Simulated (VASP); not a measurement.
# InSb (I-4m2) in VASP: notebook, part 2 of 2

VASP 6.6.1. The steps go on from the part before.

### Step 5. Single point, PBE (strain -0.030 along x and y, -0.015 along z)

Input file INCAR:

```
SYSTEM = InSb
PREC = Accurate ; ENCUT = 520
EDIFF = 1E-7 ; ISMEAR = 0
SIGMA = 0.15 ; LREAL = .False.
LASPH = .True. ; NELM = 100
ALGO = Normal ; ISIF = 2
LWAVE = .False. ; LCHARG = .False.
GGA = PE ; NBANDS = 16
```

Input file KPOINTS:

```
regular mesh
0
Gamma
  12 12 12
  0 0 0
```

Input file POSCAR:

```
InSb
1.0
    0.0000000000      3.1419270000      3.1905135000
    3.1419270000      0.0000000000      3.1905135000
    3.1419270000      3.1419270000      0.0000000000
In Sb
1 1
Direct
    0.0000000000      0.0000000000      0.0000000000
    0.7500000000      0.7500000000      0.7500000000
```

Potentials or basis: VASP PAW PBE potentials, release 64 (In_d, Sb).

Started as:

```sh
$ cat potpaw_PBE.64/In_d/POTCAR potpaw_PBE.64/Sb/POTCAR > POTCAR
$ mpirun -np 1 vasp_std > vasp.out
```

OUTCAR:

```text
SYSTEM = InSb
   PREC = Accurate
   ENCUT = 520
   EDIFF = 1E-7
   ISMEAR = 0
   LREAL = .False.
   LASPH = .True.
   NELM = 100
   ISIF = 2
   GGA = PE

 ion  position               nearest neighbor table
   1  0.000  0.000  0.000-   2 2.74   2 2.74   2 2.74   2 2.74
   2  0.750  0.750  0.750-   1 2.74   1 2.74   1 2.74   1 2.74

  LATTYP: Found a body centered tetragonal cell.
 ALAT       =     4.4433557754
 C/A-ratio  =     1.4360828443

  Lattice vectors:

 A1 = (  -3.1419270000,   0.0000000000,   3.1905135000)
 A2 = (   3.1419270000,   0.0000000000,   3.1905135000)
 A3 = (   0.0000000000,   3.1419270000,  -3.1905135000)

Analysis of symmetry for initial positions (statically):
=====================================================================
 Subroutine PRICEL returns:
 Original cell was already a primitive cell.

 Routine SETGRP: Setting up the symmetry group for a
 body centered tetragonal supercell.

 Subroutine GETGRP returns: Found  8 space group operations
 (whereof  8 operations were pure point group operations)
 out of a pool of 16 trial point group operations.

The static configuration has the point symmetry D_2d.

Analysis of symmetry for dynamics (positions and initial velocities):
[... 162 lines left out ...]
 val. band max:        5.9823541359   @ k =   0.0000   0.0000   0.0000
 cond. band min:       6.2126455386   @ k =   0.0000   0.0000   0.0000
 fundamental gap:      0.2302914028
 Fermi energy:         6.1374501712

 k-point     1 :       0.0000    0.0000    0.0000
  band No.  band energies     occupation
      1      -8.8440      2.00000
      2      -8.8408      2.00000
      3      -8.8408      2.00000
      4      -8.7335      2.00000
      5      -8.7323      2.00000
      6      -5.2801      2.00000
[... 433 lines left out ...]
      3      -8.8084      2.00000
      4      -8.7337      2.00000
      5      -8.7334      2.00000
      6      -3.5345      2.00000
[... 8 lines left out ...]
     15      14.3443      0.00000
     16      14.6463      0.00000

 [... further k-points ...]

------------------------ aborting loop because EDIFF is reached ----------------------------------------

  FORCE on cell =-STRESS in cart. coord.  units (eV):
  Direction    XX          YY          ZZ          XY          YZ          ZX
  --------------------------------------------------------------------------------------
  -------------------------------------------------------------------------------------
  Total        3.0911739      3.0911739      2.9428687      0.0000000     -0.0000000      0.0000000
  in kB       78.6232972     78.6232972     74.8511901      0.0000000     -0.0000000      0.0000000
  external PRESSURE =      77.3659282 kB  Pullay stress =       0.0000000 kB

 VOLUME and BASIS-vectors are now :
 -----------------------------------------------------------------------------
  energy-cutoff  :      520.00
  volume of cell :       62.99
      direct lattice vectors                 reciprocal lattice vectors
     0.000000000  3.141927000  3.190513500    -0.159138007  0.159138007  0.156714585
     3.141927000  0.000000000  3.190513500     0.159138007 -0.159138007  0.156714585
     3.141927000  3.141927000  0.000000000     0.159138007  0.159138007 -0.156714585

 POSITION                                       TOTAL-FORCE (eV/Angst)
 -----------------------------------------------------------------------------------
      0.00000      0.00000      0.00000        -0.000000     -0.000000      0.000000
      4.71289      4.71289      4.78577         0.000000      0.000000      0.000000
 -----------------------------------------------------------------------------------
    total drift:                                0.000000      0.000000     -0.000000

  FREE ENERGIE OF THE ION-ELECTRON SYSTEM (eV)
  ---------------------------------------------------
  free  energy   TOTEN  =        -6.7415531114 eV

  energy  without entropy=       -6.7414472129  energy(sigma->0) =       -6.74150016
```

OSZICAR:

```text
N       E                     dE             d eps       ncg     rms          rms(c)
DAV:   1     0.114606754292E+03    0.11461E+03   -0.80300E+03  5224   0.115E+03
DAV:   2     0.385181520837E+00   -0.11422E+03   -0.11023E+03  5936   0.287E+02
DAV:   3    -0.666320689584E+01   -0.70484E+01   -0.70227E+01  6616   0.725E+01
DAV:   4    -0.685918289078E+01   -0.19598E+00   -0.19594E+00  6736   0.137E+01
DAV:   5    -0.686948052563E+01   -0.10298E-01   -0.10298E-01  7872   0.262E+00    0.474E+00
DAV:   6    -0.675907680915E+01    0.11040E+00   -0.15612E-01  7440   0.646E+00    0.274E+00
DAV:   7    -0.674006810573E+01    0.19009E-01   -0.80945E-02  6944   0.281E+00    0.677E-01
DAV:   8    -0.674085459811E+01   -0.78649E-03   -0.86540E-03  6944   0.113E+00    0.325E-01
DAV:   9    -0.674147551820E+01   -0.62092E-03   -0.99896E-04  6416   0.261E-01    0.799E-02
DAV:  10    -0.674151363523E+01   -0.38117E-04   -0.49746E-05  7128   0.507E-02    0.430E-02
DAV:  11    -0.674155178978E+01   -0.38155E-04   -0.66593E-05  6184   0.568E-02    0.243E-02
DAV:  12    -0.674155323917E+01   -0.14494E-05   -0.12621E-06  6752   0.873E-03    0.603E-03
DAV:  13    -0.674155311958E+01    0.11959E-06   -0.12164E-06  6360   0.733E-03    0.291E-03
DAV:  14    -0.674155311136E+01    0.82180E-08   -0.21775E-08  5704   0.916E-04
   1 F= -.67415531E+01 E0= -.67415002E+01  d E =-.105898E-03
```

stdout:

```text
POSCAR found type information on POSCAR InSb
 POSCAR found :  2 types and       2 ions
 scaLAPACK will be used
 LDA part: xc-table for (Slater+PW92), standard interpolation
 POSCAR, INCAR and KPOINTS ok, starting setup
 FFT: planning ... GRIDC
 FFT: planning ... GRID_SOFT
 FFT: planning ... GRID
 WAVECAR not read
 entering main loop
```

Wall time 2.6 min (1 thread of Intel Xeon Platinum 8259CL at 2.50GHz (Skylake/Cascade Lake), shared host); peak memory 0.33 GiB.

What came out:

- Free energy: -6.7416 eV
- Pressure: 7.7 GPa
- Band gap on the k mesh: 0.23 eV

Caveat: the cell differs from its parent crystal (strain -0.030 along x and y, -0.015 along z); the cell stands under pressure; spin-orbit coupling is left out, which moves the levels of the heavy elements. A k mesh can miss the band edges.

### Step 6. Summary

| cell | gap on the mesh (eV) | pressure (GPa) |
| --- | --- | --- |
| a = 4.615, b = 4.615, c = 4.649 Å, angles 59.8, 59.8, 60.5°, 2 atoms | - | 1.7 |
| a = 4.684, b = 4.684, c = 4.649 Å, angles 60.2, 60.2, 59.5°, 2 atoms | none | 0.4 |
| a = 4.684, b = 4.684, c = 4.718 Å, angles 59.8, 59.8, 60.5°, 2 atoms | - | -0.1 |
| a = 4.478, b = 4.478, c = 4.443 Å, angles 60.3, 60.3, 59.5°, 2 atoms | 0.23 | 7.7 |

Alike in all rows: task single point; level PBE; potentials or basis VASP PAW PBE potentials, release 64 (In_d, Sb); no spin polarisation; k mesh 12 × 12 × 12; cutoff (eV) 520; smearing gaussian 0.15 eV.

Caveats: spin-orbit coupling is left out, which moves the levels of the heavy elements; semilocal functionals underestimate gaps, so a narrow gap can read as zero (at least some runs); the cell stands under pressure (at least some runs).

Total energies depend on the potentials used, so only differences within one code and one set of settings carry meaning.
